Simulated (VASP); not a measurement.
Eu: single point with PBE

Eu:

```
Eu
1.0
     3.92867    0.00000    0.00000
    -1.96433    3.40233    0.00000
     0.00000    0.00000    6.30232
Eu
2
Cartesian
  0.0000 2.2682 1.5756
  1.9643 1.1341 4.7267
```

This isn't the form of Eu at room conditions, which is bcc.

- Program: VASP 6.6.1
- Task: single point
- Functional: PBE
- Potentials or basis: VASP PAW PBE potentials, release 64 (Eu)
- Cutoff: 520 eV
- k mesh: 12 × 12 × 7
- Occupations: fermi-dirac, width 0.1 eV
- Spin: collinear spin, ferromagnetic start
- Starting moments: [7.0, 7.0] μB

- Pressure: -0.2 GPa
- Net moment: 15.05 μB per cell
- Site moments: Eu +6.72 μB
- Valence electrons inside the program's atomic spheres: Eu 14.72

Levels at points of the mesh, in eV from the Fermi level:
Spin up:
| k point | band 21 | band 22 | band 23 | band 24 | band 25 | band 26 | band 27 | band 28 |
| --- | --- | --- | --- | --- | --- | --- | --- | --- |
| (0.00, 0.00, 0.00) | -0.45 | -0.45 | -0.41 | -0.40 | 0.67 | 1.77 | 1.77 | 1.89 |
| (0.50, 0.00, 0.00) | -0.43 | -0.42 | -0.41 | -0.41 | -0.35 | 0.00 | 1.30 | 1.55 |
Spin down:
| k point | band 7 | band 8 | band 9 | band 10 | band 11 | band 12 | band 13 | band 14 |
| --- | --- | --- | --- | --- | --- | --- | --- | --- |
| (0.00, 0.00, 0.00) | -17.82 | -17.81 | -3.41 | -0.78 | 1.67 | 2.81 | 2.81 | 2.90 |
| (0.50, 0.00, 0.00) | -17.95 | -17.89 | -0.54 | -0.08 | 0.28 | 1.07 | 2.29 | 2.65 |

Wall time 17 min on 1 thread of Intel Xeon 8259CL, on a shared host, peak memory 0.43 GiB.

Caveat: spin-orbit coupling is left out, which moves the levels of the heavy elements; semilocal functionals describe open f shells poorly, which spoils levels, moments and volumes. The state reached can hang on the start; a lower one may exist.
